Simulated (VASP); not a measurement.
# KBr (I4/mmm) in VASP: further runs, part 2 of 2

VASP 6.6.1. Earlier steps stand in the parts before.

### 3 Single point, PBEsol (strain -0.080 along x and y, +0.080 along z)

Contents of INCAR:

```
PREC     = Accurate       # precision mode
ENCUT    = 520            # plane-wave cutoff, eV
EDIFF    = 1E-7           # SCF threshold, eV
ISMEAR   = 0              # smearing method
SIGMA    = 0.05           # smearing width, eV
LREAL    = F              # projectors in reciprocal space
LASPH    = T              # aspherical terms in the spheres
NELM     = 60             # most SCF steps
ALGO     = Normal         # electronic algorithm
ISIF     = 2              # what is computed and relaxed
LWAVE    = F              # write WAVECAR
LCHARG   = F              # write CHGCAR
GGA      = PS             # functional
NBANDS   = 15             # bands
```

Contents of KPOINTS:

```
Automatic mesh
0
Gamma
  6 6 6
```

Contents of POSCAR:

```
KBr
1.0
    0.0000000000      3.0128882984      3.5368688720
    3.0128882984      0.0000000000      3.5368688720
    3.0128882984      3.0128882984      0.0000000000
K Br
1 1
Direct
    0.0000000000      0.0000000000      0.0000000000
    0.5000000000      0.5000000000      0.5000000000
```

Potentials or basis: VASP PAW PBE potentials, release 64 (K_sv, Br).

The run is started by

```bash
$ cat potpaw_PBE.64/K_sv/POTCAR potpaw_PBE.64/Br/POTCAR > POTCAR
$ mpirun -np 1 vasp_std > vasp.out
```

OUTCAR:

```text
PREC = Accurate
   ENCUT = 520
   EDIFF = 1E-7
   ISMEAR = 0
   LREAL = F
   LASPH = T
   NELM = 60
   ISIF = 2
   GGA = PS

 ion  position               nearest neighbor table
   1  0.000  0.000  0.000-   2 3.01   2 3.01   2 3.01   2 3.01
   2  0.500  0.500  0.500-   1 3.01   1 3.01   1 3.01   1 3.01

  LATTYP: Found a body centered tetragonal cell.
 ALAT       =     4.2608674935
 C/A-ratio  =     1.6601637471

  Lattice vectors:

 A1 = (  -3.0128882984,   0.0000000000,   3.5368688720)
 A2 = (   3.0128882984,   0.0000000000,   3.5368688720)
 A3 = (   0.0000000000,   3.0128882984,  -3.5368688720)

Analysis of symmetry for initial positions (statically):
=====================================================================
 Subroutine PRICEL returns:
 Original cell was already a primitive cell.

 Routine SETGRP: Setting up the symmetry group for a
 body centered tetragonal supercell.

 Subroutine GETGRP returns: Found 16 space group operations
 (whereof 16 operations were pure point group operations)
 out of a pool of 16 trial point group operations.

The static configuration has the point symmetry D_4h.

Analysis of symmetry for dynamics (positions and initial velocities):
=====================================================================
 Subroutine PRICEL returns:
 Original cell was already a primitive cell.

 Routine SETGRP: Setting up the symmetry group for a
 body centered tetragonal supercell.

 Subroutine GETGRP returns: Found 16 space group operations
 (whereof 16 operations were pure point group operations)
 out of a pool of 16 trial point group operations.

The dynamic configuration has the point symmetry D_4h.

 Subroutine INISYM returns: Found 16 space group operations
 (whereof 16 operations are pure point group operations),
 and found     1 'primitive' translations

----------------------------------------------------------------------------------------

                                     Primitive cell

  volume of cell :      64.2118

  direct lattice vectors                    reciprocal lattice vectors
[... 118 lines left out ...]
 non-spin polarized calculation
 Gauss-broadening in eV      SIGMA  =   0.05
  energy-cutoff  :      520.00
  volume of cell :       64.21
 maximum number of plane-waves:      1740
 NGX is ok and might be reduce to    36
   NGX = 17   NGY = 17   NGZ = 15

 number of electron      16.0000000 magnetization

 Free energy of the ion-electron system (eV)
  ---------------------------------------------------
  ext. energy  EPLUGINS =         0.00000000
  ---------------------------------------------------
  free energy    TOTEN  =        -6.27344248 eV

  energy without entropy =       -6.27344248  energy(sigma->0) =       -6.27344248

 E-fermi :  -0.9260     XC(G=0):  -7.9858

 val. band max:       -1.2640472292   @ k =   0.0000   0.0000   0.0000
 cond. band min:       3.1457863007   @ k =   0.0000   0.0000   0.0000
 fundamental gap:      4.4098335298
 Fermi energy:        -0.9259802578

 k-point     1 :       0.0000    0.0000    0.0000
  band No.  band energies     occupation
      1     -28.6853      2.00000
      2     -13.8328      2.00000
      3     -12.2663      2.00000
      4     -12.2663      2.00000
      5     -12.2471      2.00000
      6      -1.4434      2.00000
      7      -1.2640      2.00000
      8      -1.2640      2.00000
      9       3.1458      0.00000
     10       5.4914      0.00000
     11       6.6053      0.00000
     12       6.6053      0.00000
     13       6.9436      0.00000
     14       7.4375      0.00000
[... 401 lines left out ...]
      2     -13.8276      2.00000
      3     -12.3780      2.00000
      4     -12.2880      2.00000
      5     -12.2260      2.00000
      6      -2.2429      2.00000
      7      -1.8702      2.00000
      8      -1.7519      2.00000
      9       4.7138      0.00000
     10       6.3212      0.00000
     11       7.8701      0.00000
     12       8.6848      0.00000
     13       8.9001      0.00000
     14       9.4979      0.00000
     15      10.2810      0.00000

 [... further k-points ...]

------------------------ aborting loop because EDIFF is reached ----------------------------------------

  FORCE on cell =-STRESS in cart. coord.  units (eV):
  Direction    XX          YY          ZZ          XY          YZ          ZX
  --------------------------------------------------------------------------------------
  -------------------------------------------------------------------------------------
  Total        2.2528157      2.2528157     -0.4736000      0.0000000      0.0000000      0.0000000
  in kB       56.2109898     56.2109898    -11.8169995      0.0000000      0.0000000      0.0000000
  external PRESSURE =      33.5349934 kB  Pullay stress =       0.0000000 kB

 VOLUME and BASIS-vectors are now :
 -----------------------------------------------------------------------------
  energy-cutoff  :      520.00
  volume of cell :       64.21
      direct lattice vectors                 reciprocal lattice vectors
     0.000000000  3.012888298  3.536868872    -0.165953713  0.165953713  0.141367978
     3.012888298  0.000000000  3.536868872     0.165953713 -0.165953713  0.141367978
     3.012888298  3.012888298  0.000000000     0.165953713  0.165953713 -0.141367978

 POSITION                                       TOTAL-FORCE (eV/Angst)
 -----------------------------------------------------------------------------------
      0.00000      0.00000      0.00000        -0.000000      0.000000     -0.000000
      3.01289      3.01289      3.53687         0.000000     -0.000000      0.000000
 -----------------------------------------------------------------------------------
    total drift:                                0.000000      0.000000      0.000000

  FREE ENERGIE OF THE ION-ELECTRON SYSTEM (eV)
  ---------------------------------------------------
  free  energy   TOTEN  =        -6.2734424835 eV

  energy  without entropy=       -6.2734424835  energy(sigma->0) =       -6.27344248
```

OSZICAR:

```text
N       E                     dE             d eps       ncg     rms          rms(c)
DAV:   1     0.987473069527E+02    0.98747E+02   -0.70577E+03   908   0.958E+02
DAV:   2    -0.589311401920E+00   -0.99337E+02   -0.91341E+02  1159   0.232E+02
DAV:   3    -0.623255595225E+01   -0.56432E+01   -0.56149E+01  1230   0.489E+01
DAV:   4    -0.644337088003E+01   -0.21081E+00   -0.21074E+00  1312   0.848E+00
DAV:   5    -0.644506001144E+01   -0.16891E-02   -0.16891E-02  1266   0.819E-01    0.462E+00
DAV:   6    -0.628173147916E+01    0.16333E+00   -0.20490E-01  1075   0.242E+00    0.334E+00
DAV:   7    -0.626722993382E+01    0.14502E-01   -0.11338E-01  1173   0.190E+00    0.138E+00
DAV:   8    -0.627279177926E+01   -0.55618E-02   -0.13005E-02  1010   0.877E-01    0.179E-01
DAV:   9    -0.627301970965E+01   -0.22793E-03   -0.36739E-04  1272   0.118E-01    0.983E-02
DAV:  10    -0.627343310803E+01   -0.41340E-03   -0.49240E-04   935   0.121E-01    0.382E-02
DAV:  11    -0.627344033391E+01   -0.72259E-05   -0.22042E-05  1212   0.336E-02    0.677E-03
DAV:  12    -0.627344226155E+01   -0.19276E-05   -0.27371E-06   963   0.118E-02    0.152E-03
DAV:  13    -0.627344240995E+01   -0.14839E-06   -0.18505E-07  1179   0.261E-03    0.136E-03
DAV:  14    -0.627344248351E+01   -0.73560E-07   -0.32372E-08   737   0.107E-03
   1 F= -.62734425E+01 E0= -.62734425E+01  d E =-.365476E-23
```

stdout:

```text
POSCAR found type information on POSCAR K Br
 POSCAR found :  2 types and       2 ions
 scaLAPACK will be used
 -----------------------------------------------------------------------------
|                                                                             |
|                                                                             |
|     You enforced a specific xc type in the INCAR file but a different       |
|     I HOPE YOU KNOW WHAT YOU ARE DOING!                                     |
|                                                                             |
 -----------------------------------------------------------------------------

 LDA part: xc-table for (Slater+PW92), standard interpolation
 POSCAR, INCAR and KPOINTS ok, starting setup
 FFT: planning ... GRIDC
 FFT: planning ... GRID_SOFT
 FFT: planning ... GRID
 WAVECAR not read
 entering main loop
```

Wall time 36 s (1 thread of AMD EPYC 7R13, shared host); peak memory 0.17 GiB.

What came out:

```
Free energy            : -6.2734 eV
Pressure               : 3.4 GPa
Band gap on the k mesh : 4.41 eV
```

Caveat: the cell differs from its parent crystal (strain -0.080 along x and y, +0.080 along z); the cell stands under pressure; the PAW data sets were made with another functional, which shifts forces and pressure a little.

### 4 Single point, PBEsol (strain +0.000 along x and y, -0.080 along z)

Contents of INCAR:

```
ALGO = Normal ; EDIFF = 1E-6
ENCUT = 520 ; GGA = PS
ISIF = 2 ; ISMEAR = 0
LASPH = True ; LCHARG = True
LELF = True ; LREAL = False
LVHAR = True ; LWAVE = False
NBANDS = 15 ; NELM = 80
PREC = Accurate ; SIGMA = 0.05
```

Contents of KPOINTS:

```
k-points
0
Gamma
  6 6 6
```

Contents of POSCAR:

```
KBr
1.0
    0.0000000000      3.2748785852      3.0128882984
    3.2748785852      0.0000000000      3.0128882984
    3.2748785852      3.2748785852      0.0000000000
K Br
1 1
Direct
    0.0000000000      0.0000000000      0.0000000000
    0.5000000000      0.5000000000      0.5000000000
```

The run is started by

```bash
$ cat potpaw_PBE.64/K_sv/POTCAR potpaw_PBE.64/Br/POTCAR > POTCAR
$ mpirun -np 1 vasp_std > vasp.out
```

Wall time 36 s (1 thread of AMD EPYC 7R13, shared host); peak memory 0.18 GiB.

Results (log left out):

- Free energy: -6.3788 eV
- Pressure: 2.2 GPa
- Band gap on the k mesh: 4.45 eV

Stress tensor (GPa, compression positive):
```
0.50 0.00 0.00
0.00 0.50 0.00
0.00 0.00 5.48
```

Levels at points of the mesh, in eV from the valence-band top:
| k point | band 6 | band 7 | band 8 | band 9 | band 10 | band 11 |
| --- | --- | --- | --- | --- | --- | --- |
| (0.00, 0.00, 0.00) | -0.11 | -0.11 | 0.00 | 4.45 | 7.26 | 7.26 |
| (0.50, 0.00, 0.00) | -1.53 | -0.54 | -0.52 | 6.55 | 8.39 | 9.87 |
| (0.50, 0.50, 0.00) | -0.87 | -0.51 | -0.51 | 5.43 | 7.49 | 9.58 |
| (0.50, 0.00, 0.50) | -1.08 | -0.36 | -0.32 | 5.56 | 7.35 | 9.39 |

Caveat: the cell differs from its parent crystal (strain +0.000 along x and y, -0.080 along z); the PAW data sets were made with another functional, which shifts forces and pressure a little.

### 5 Single point, PBEsol (strain -0.040 along x and y, +0.040 along z)

Contents of INCAR:

```
SYSTEM = KBr
PREC = Accurate
ENCUT = 520
EDIFF = 1E-6
ISMEAR = 0
SIGMA = 0.05
LREAL = .FALSE.
LASPH = .TRUE.
NELM = 100
ALGO = Normal
ISIF = 2
LWAVE = .FALSE.
LCHARG = .FALSE.
GGA = PS
NBANDS = 15
```

Contents of KPOINTS:

```
Automatic mesh
0
G
  6 6 6
  0 0 0
```

Contents of POSCAR:

```
KBr
1.0
    0.0000000000      3.1438834418      3.4058737286
    3.1438834418      0.0000000000      3.4058737286
    3.1438834418      3.1438834418      0.0000000000
K Br
1 1
Direct
    0.0000000000      0.0000000000      0.0000000000
    0.5000000000      0.5000000000      0.5000000000
```

The run is started by

```bash
$ cat potpaw_PBE.64/K_sv/POTCAR potpaw_PBE.64/Br/POTCAR > POTCAR
$ mpirun -np 1 vasp_std > vasp.out
```

Run time: 35 s. Hardware: 1 thread of AMD EPYC 7R13, shared host; peak memory 0.18 GiB.

It converged, with:

| Item | Value |
| --- | --- |
| Free energy | -6.4187 eV |
| Pressure | 1.1 GPa |
| Band gap on the k mesh | 4.40 eV |

Stress tensor (GPa, compression positive):
```
 2.10  0.00  0.00
 0.00  2.10  0.00
 0.00  0.00 -0.77
```

Levels at points of the mesh, in eV from the valence-band top:
```csv
k point,band 5,band 6,band 7,band 8,band 9,band 10,band 11,band 12
"(0.00, 0.00, 0.00)",-11.04,-0.06,0.00,0.00,4.40,7.16,7.70,7.70
"(0.50, 0.00, 0.00)",-10.74,-1.38,-0.44,-0.42,6.53,8.30,9.87,9.88
"(0.50, 0.50, 0.00)",-11.08,-1.00,-0.25,-0.25,5.69,7.29,9.29,9.39
"(0.50, 0.00, 0.50)",-11.08,-0.87,-0.39,-0.36,5.61,7.33,9.50,9.79
```

Caveat: the cell differs from its parent crystal (strain -0.040 along x and y, +0.040 along z); the PAW data sets were made with another functional, which shifts forces and pressure a little.

### 6 Overview

| cell | gap on the mesh (eV) | pressure (GPa) |
| --- | --- | --- |
| a = 4.547, b = 4.547, c = 4.261 Å, angles 62.1, 62.1, 55.9°, 2 atoms | 4.55 | 3.8 |
| a = 4.646, b = 4.646, c = 4.261 Å, angles 62.7, 62.7, 54.6°, 2 atoms | 4.41 | 3.4 |
| a = 4.450, b = 4.450, c = 4.631 Å, angles 58.6, 58.6, 62.7°, 2 atoms | 4.45 | 2.2 |
| a = 4.635, b = 4.635, c = 4.446 Å, angles 61.3, 61.3, 57.3°, 2 atoms | 4.40 | 1.1 |

Alike in all rows: task single point; level PBEsol; potentials or basis VASP PAW PBE potentials, release 64 (K_sv, Br); no spin polarisation; k mesh 6 × 6 × 6; cutoff (eV) 520; smearing gaussian 0.05 eV.

Caveats: the PAW data sets were made with another functional, which shifts forces and pressure a little; the cell stands under pressure (at least some runs).

Total energies depend on the potentials used, so only differences within one code and one set of settings carry meaning.
